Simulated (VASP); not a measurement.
# BeAl (P4/mmm) in VASP: a series of runs

The runs below take BeAl through single point, with PBE.

All numbers are computed with VASP 6.6.1; they aren't measurements. Logs are shortened: lines on timing, memory, paths and dates and some standing lists are left out, and cuts for length are marked.

**1. The cell of the first run**

The structure is tetragonal, space group P4/mmm (No. 123). The conventional cell has a = 2.700 Å, b = 2.700 Å, c = 3.485 Å, α = 90.00°, β = 90.00°, γ = 90.00°. Within 3.5 Å of Be (site symmetry 4/mmm) lie 8 Al at 2.59 Å and 6 Be at 2.70 to 3.49 Å. Within 3.5 Å of Al (site symmetry 4/mmm) lie 8 Be at 2.59 Å and 6 Al at 2.70 to 3.49 Å.

The cell was generated, and may not be a known phase.

**2. Single point, PBE**

INCAR

```
SYSTEM = BeAl
ALGO = Fast
EDIFF = 1E-6
ENCUT = 520
GGA = PE
ISIF = 2
ISMEAR = 0
LASPH = .True.
LCHARG = .False.
LREAL = .False.
LWAVE = .False.
NBANDS = 10
NELM = 60
PREC = Accurate
SIGMA = 0.1
```

KPOINTS

```
k-points
0
Gamma
  6 6 6
  0 0 0
```

POSCAR

```
BeAl
1.0
    2.7003847700      0.0000000000      0.0000000000
    0.0000000000      2.7003847700      0.0000000000
    0.0000000000      0.0000000000      3.4850819000
Be Al
1 1
Direct
    0.5000000000      0.5000000000      0.0000000000
    0.0000000000      0.0000000000      0.5000000000
```

Potentials or basis: VASP PAW PBE potentials, release 64 (Be, Al).

Command:

```
$ cat potpaw_PBE.64/Be/POTCAR potpaw_PBE.64/Al/POTCAR > POTCAR
$ mpirun -np 1 vasp_std > vasp.out
```

OUTCAR:

```text
SYSTEM = BeAl
   EDIFF = 1E-6
   ENCUT = 520
   GGA = PE
   ISIF = 2
   ISMEAR = 0
   LASPH = .True.
   LREAL = .False.
   NELM = 60
   PREC = Accurate

 ion  position               nearest neighbor table
   1  0.500  0.500  0.000-   2 2.59   2 2.59   2 2.59   2 2.59   2 2.59   2 2.59   2 2.59   2 2.59

   2  0.000  0.000  0.500-   1 2.59   1 2.59   1 2.59   1 2.59   1 2.59   1 2.59   1 2.59   1 2.59

  LATTYP: Found a simple tetragonal cell.
 ALAT       =     2.7003847700
 C/A-ratio  =     1.2905871558

  Lattice vectors:

 A1 = (   2.7003847700,   0.0000000000,   0.0000000000)
 A2 = (   0.0000000000,   2.7003847700,   0.0000000000)
 A3 = (   0.0000000000,   0.0000000000,   3.4850819000)

Analysis of symmetry for initial positions (statically):
=====================================================================
 Subroutine PRICEL returns:
 Original cell was already a primitive cell.

 Routine SETGRP: Setting up the symmetry group for a
 simple tetragonal supercell.

 Subroutine GETGRP returns: Found 16 space group operations
 (whereof 16 operations were pure point group operations)
 out of a pool of 16 trial point group operations.

The static configuration has the point symmetry D_4h.

Analysis of symmetry for dynamics (positions and initial velocities):
=====================================================================
 Subroutine PRICEL returns:
 Original cell was already a primitive cell.

 Routine SETGRP: Setting up the symmetry group for a
 simple tetragonal supercell.

 Subroutine GETGRP returns: Found 16 space group operations
 (whereof 16 operations were pure point group operations)
 out of a pool of 16 trial point group operations.

The dynamic configuration has the point symmetry D_4h.

 Subroutine INISYM returns: Found 16 space group operations
 (whereof 16 operations are pure point group operations),
 and found     1 'primitive' translations

----------------------------------------------------------------------------------------

                                     Primitive cell

  volume of cell :      25.4135

  direct lattice vectors                    reciprocal lattice vectors
     2.700384770  0.000000000  0.000000000     0.370317597  0.000000000  0.000000000
     0.000000000  2.700384770  0.000000000     0.000000000  0.370317597  0.000000000
     0.000000000  0.000000000  3.485081900     0.000000000  0.000000000  0.286937303

  length of vectors
     2.700384770  2.700384770  3.485081900     0.370317597  0.370317597  0.286937303

  position of ions in fractional coordinates (direct lattice)
     0.500000000  0.500000000  0.000000000
     0.000000000  0.000000000  0.500000000

  ion indices of the primitive-cell ions
   primitive index   ion index
                 1           1
                 2           2

----------------------------------------------------------------------------------------

 KPOINTS: k-points

Automatic generation of k-mesh.
 Grid dimensions read from file:
 generate k-points for:    6    6    6

 Generating k-lattice:

  Cartesian coordinates                     Fractional coordinates (reciprocal lattice)
     0.061719600  0.000000000  0.000000000     0.166666667  0.000000000  0.000000000
     0.000000000  0.061719600  0.000000000     0.000000000  0.166666667  0.000000000
     0.000000000  0.000000000  0.047822884     0.000000000  0.000000000  0.166666667

  Length of vectors
     0.061719600  0.061719600  0.047822884

  Shift w.r.t. Gamma in fractional coordinates (k-lattice)
     0.000000000  0.000000000  0.000000000

 Subroutine IBZKPT returns following result:
 ===========================================

 Found     40 irreducible k-points:

 Following reciprocal coordinates:
            Coordinates               Weight
  0.000000  0.000000  0.000000      1.000000
  0.166667  0.000000  0.000000      4.000000
  0.333333  0.000000  0.000000      4.000000
  0.500000  0.000000  0.000000      2.000000
  0.166667  0.166667  0.000000      4.000000
  0.333333  0.166667  0.000000      8.000000
[... 16 lines left out ...]
  0.333333  0.000000  0.333333      8.000000
  0.500000  0.000000  0.333333      4.000000
 [... further k-points ...]
   k-points           NKPTS =     40   k-points in BZ     NKDIM =     40   number of bands    NBANDS=     10
   number of dos      NEDOS =    301   number of ions     NIONS =      2
   total plane-waves  NPLWV =  11200
   dimension x,y,z NGX =    20 NGY =   20 NGZ =   28
   dimension x,y,z NGXF=    40 NGYF=   40 NGZF=   56
   ions per type =               1   1
   NGX,Y,Z   is equivalent  to a cutoff of  12.31, 12.31, 13.36 a.u.
   NGXF,Y,Z  is equivalent  to a cutoff of  24.63, 24.63, 26.71 a.u.
 SYSTEM =  BeAl
   PREC   = accura    normal or accurate (medium, high low for compatibility)
   ISTART =      0    job   : 0-new  1-cont  2-samecut
   ICHARG =      2    charge: 1-file 2-atom 10-const
   ISPIN  =      1    spin polarized calculation?
   LNONCOLLINEAR =      F non collinear calculations
   LSORBIT =      F    spin-orbit coupling
   LASPH  =      T    aspherical Exc in radial PAW
   ENCUT  =  520.0 eV  38.22 Ry    6.18 a.u.   5.02  5.02  6.48*2*pi/ulx,y,z
   NELM   =     60;   NELMIN=  2; NELMDL= -5     # of ELM steps
   EDIFF  = 0.1E-05   stopping-criterion for ELM
   LREAL  =      F    real-space projection
   EDIFFG = 0.1E-04   stopping-criterion for IOM
   NSW    =      0    number of steps for IOM
   IBRION =     -1    ionic relax: 0-MD 1-quasi-New 2-CG
   NFREE  =      0    steps in history (QN), initial steepest desc. (CG)
   ISIF   =      2    stress and relaxation
   ISYM   =      2    0-nonsym 1-usesym 2-fastsym
   POTIM  = 0.5000    time-step for ionic-motion
   TEBEG  =    0.0;   TEEND  =   0.0 temperature during run
   PSTRESS=    0.0 pullay stress
   NELECT =       5.0000    total number of electrons
   NUPDOWN=      -1.0000    fix difference up-down
   EMIN   =  10.00;   EMAX   =-10.00  energy-range for DOS
   EFERMI =   0.00;   METHOD = LEGACY
   ISMEAR =     0;   SIGMA  =   0.10  broadening in eV -4-tet -1-fermi 0-gaus
   EFERMI_NEDOS =   21; number of points for ismear=-14 and -15
   IALGO  =     68    algorithm
   IMIX   =      4    mixing-type and parameters
     AMIX     =   0.40;   BMIX     =  1.00
     AMIX_MAG =   1.60;   BMIX_MAG =  1.00
  volume/ion in A,a.u.               =      12.71        85.75
  Fermi-wavevector in a.u.,A,eV,Ry     =   0.952160  1.799322 12.335168  0.906609
  Thomas-Fermi vector in A             =   2.080697
   LORBIT       =      0    0 simple, 1 ext, 2 COOP (PROOUT), +10 PAW based schemes
   GGA     = PE    functional components
   LHFCALC =     F    Hartree Fock is set to
   AEXX    =    0.0000 exact exchange contribution
   IVDW    =     0    specifies the selected vdW correction
   LEPSILON=     F    determine dielectric tensor
   LRPA    =     F    only Hartree local field effects (RPA)
 non-spin polarized calculation
 RMM-DIIS sequential band-by-band and
 Gauss-broadening in eV      SIGMA  =   0.10
  energy-cutoff  :      520.00
  volume of cell :       25.41
 maximum number of plane-waves:       704
   NGX = 11   NGY = 11   NGZ = 13

 number of electron       5.0000000 magnetization

 Free energy of the ion-electron system (eV)
  ---------------------------------------------------
  ext. energy  EPLUGINS =         0.00000000
  ---------------------------------------------------
  free energy    TOTEN  =        -7.04717442 eV

  energy without entropy =       -7.04354869  energy(sigma->0) =       -7.04536156

 E-fermi :   7.1583     XC(G=0): -10.2134

 val. band max:        7.1118902759   @ k =   0.5000   0.5000   0.0000
 cond. band min:       7.1823696029   @ k =   0.3333   0.3333   0.1667
 fundamental gap:      0.0704793270
 Fermi energy:         7.1582521494

 k-point     1 :       0.0000    0.0000    0.0000
  band No.  band energies     occupation
      1      -3.7115      2.00000
      2       5.9895      2.00000
      3       9.1167      0.00000
      4      13.0917      0.00000
      5      13.0917      0.00000
      6      14.4352      0.00000
      7      19.4887      0.00000
      8      22.8246      0.00000
      9      23.3175      0.00000
     10      23.3175      0.00000

 k-point     2 :       0.1667    0.0000    0.0000
  band No.  band energies     occupation
      1      -3.1883      2.00000
      2       6.5004      2.00000
      3       8.4311      0.00000
      4      10.1719      0.00000
      5      13.5511      0.00000
      6      16.9959      0.00000
      7      19.0700      0.00000
      8      19.8459      0.00000
      9      22.9694      0.00000
     10      23.2322      0.00000

 k-point     3 :       0.3333    0.0000    0.0000
  band No.  band energies     occupation
      1      -1.6358      2.00000
      2       4.4353      2.00000
      3       7.9995      0.00000
      4      11.2268      0.00000
      5      14.6270      0.00000
      6      14.8329      0.00000
      7      16.5526      0.00000
      8      19.0417      0.00000
      9      21.5033      0.00000
     10      24.2816      0.00000

 k-point     4 :       0.5000    0.0000    0.0000
  band No.  band energies     occupation
      1       0.6073      2.00000
      2       1.2732      2.00000
      3       9.7359      0.00000
      4      11.8722      0.00000
      5      12.7633      0.00000
      6      14.4124      0.00000
      7      15.9960      0.00000
      8      19.6792      0.00000
      9      20.3447      0.00000
     10      22.2721      0.00000
[... 222 lines left out ...]
 k-point    22 :       0.1667    0.0000    0.3333
  band No.  band energies     occupation
      1      -2.0240      2.00000
      2       1.8654      2.00000
      3      10.1834      0.00000
      4      13.6684      0.00000
      5      14.5414      0.00000
      6      16.5510      0.00000
      7      18.0235      0.00000
      8      18.9924      0.00000
      9      21.8500      0.00000
     10      23.1454      0.00000

 k-point    23 :       0.3333    0.0000    0.3333
  band No.  band energies     occupation
      1      -0.4577      2.00000
      2       3.1854      2.00000
      3       6.0251      2.00000
      4       9.4750      0.00000
      5      15.8162      0.00000
      6      17.8414      0.00000
      7      19.3948      0.00000
      8      20.2187      0.00000
      9      21.3800      0.00000
     10      23.5060      0.00000

 k-point    24 :       0.5000    0.0000    0.3333
  band No.  band energies     occupation
      1       1.9271      2.00000
      2       2.1567      2.00000
      3       5.9863      2.00000
      4       6.2557      2.00000
      5      16.9232      0.00000
      6      19.0826      0.00000
      7      20.1027      0.00000
      8      20.7223      0.00000
      9      21.2469      0.00000
     10      22.4428      0.00000

 [... further k-points ...]
[... 5 lines left out ...]
  --------------------------------------------------------------------------------------
  -------------------------------------------------------------------------------------
  Total       -0.5025756     -0.5025756      0.5558173      0.0000000      0.0000000      0.0000000
  in kB      -31.6845620    -31.6845620     35.0411521      0.0000000      0.0000000      0.0000000
  external PRESSURE =      -9.4426573 kB  Pullay stress =       0.0000000 kB

 VOLUME and BASIS-vectors are now :
 -----------------------------------------------------------------------------
  energy-cutoff  :      520.00
  volume of cell :       25.41
      direct lattice vectors                 reciprocal lattice vectors
     2.700384770  0.000000000  0.000000000     0.370317597  0.000000000  0.000000000
     0.000000000  2.700384770  0.000000000     0.000000000  0.370317597  0.000000000
     0.000000000  0.000000000  3.485081900     0.000000000  0.000000000  0.286937303

 POSITION                                       TOTAL-FORCE (eV/Angst)
 -----------------------------------------------------------------------------------
      1.35019      1.35019      0.00000         0.000000      0.000000      0.000000
      0.00000      0.00000      1.74254         0.000000      0.000000      0.000000
 -----------------------------------------------------------------------------------
    total drift:                               -0.000000      0.000000      0.000000

  FREE ENERGIE OF THE ION-ELECTRON SYSTEM (eV)
  ---------------------------------------------------
  free  energy   TOTEN  =        -7.0471744238 eV

  energy  without entropy=       -7.0435486929  energy(sigma->0) =       -7.04536156
```

Run time: 4.5 s. Hardware: 1 thread of AMD EPYC 9R45 (Zen 5), shared host; peak memory 0.1 GiB.

What came out:

```
Free energy            : -7.0472 eV
Pressure               : -0.9 GPa
Band gap on the k mesh : zero (an odd number of electrons rules out a gap without spin polarisation)
```

Caveat: the k points lie up to 0.39 Å⁻¹ apart, too coarse for converged energies and pressures of a metal.

**3. Single point, PBE**

This run uses another cell than the first one, of 12.61 Å³/atom.

INCAR

```
SYSTEM = BeAl
PREC = Accurate
ENCUT = 520
EDIFF = 1E-6
ISMEAR = 0
SIGMA = 0.1
LREAL = .False.
LASPH = .True.
NELM = 80
ALGO = Normal
ISIF = 2
LWAVE = .False.
LCHARG = .False.
GGA = PE
NBANDS = 10
```

KPOINTS

```
Automatic mesh
0
Gamma
  6 6 6
  0 0 0
```

POSCAR

```
BeAl
1.0
    2.6690069094      0.0000000000      0.0000000000
    0.0000000000      2.6690069094      0.0000000000
    0.0000000000      0.0000000000      3.5414506755
Be Al
1 1
Direct
    0.5000000000      0.5000000000      0.0000000000
    0.0000000000      0.0000000000      0.5000000000
```

Potentials or basis: VASP PAW PBE potentials, release 64 (Be, Al).

Command:

```
$ cat potpaw_PBE.64/Be/POTCAR potpaw_PBE.64/Al/POTCAR > POTCAR
$ mpirun -np 1 vasp_std > vasp.out
```

Run time: 4 s. Hardware: 1 thread of AMD EPYC 9R45 (Zen 5), shared host; peak memory 0.1 GiB.

Results (log left out):

```
Free energy            : -7.0580 eV
Pressure               : -0.2 GPa
Band gap on the k mesh : zero (an odd number of electrons rules out a gap without spin polarisation)
```

Levels at points of the mesh, in eV from the Fermi level:
```
           k point  band 1  band 2  band 3  band 4  band 5  band 6
(0.00, 0.00, 0.00)  -10.93   -1.54    1.54    6.31    6.31    7.50
(0.50, 0.00, 0.00)   -6.49   -5.86    2.34    4.45    5.28    6.91
(0.50, 0.50, 0.00)   -2.63   -2.63   -0.10    0.22    6.18    7.97
(0.00, 0.00, 0.50)   -8.95   -7.39    7.82    7.82    8.93   10.51
(0.50, 0.00, 0.50)   -4.53   -3.97   -3.12   -1.96   10.59   12.76
(0.50, 0.50, 0.50)   -0.13   -0.13    0.23    0.43    0.43    2.39
```

Caveat: the k points lie up to 0.39 Å⁻¹ apart, too coarse for converged energies and pressures of a metal.

The gap in the log of VASP goes by the Fermi energy; the results here count the filled bands.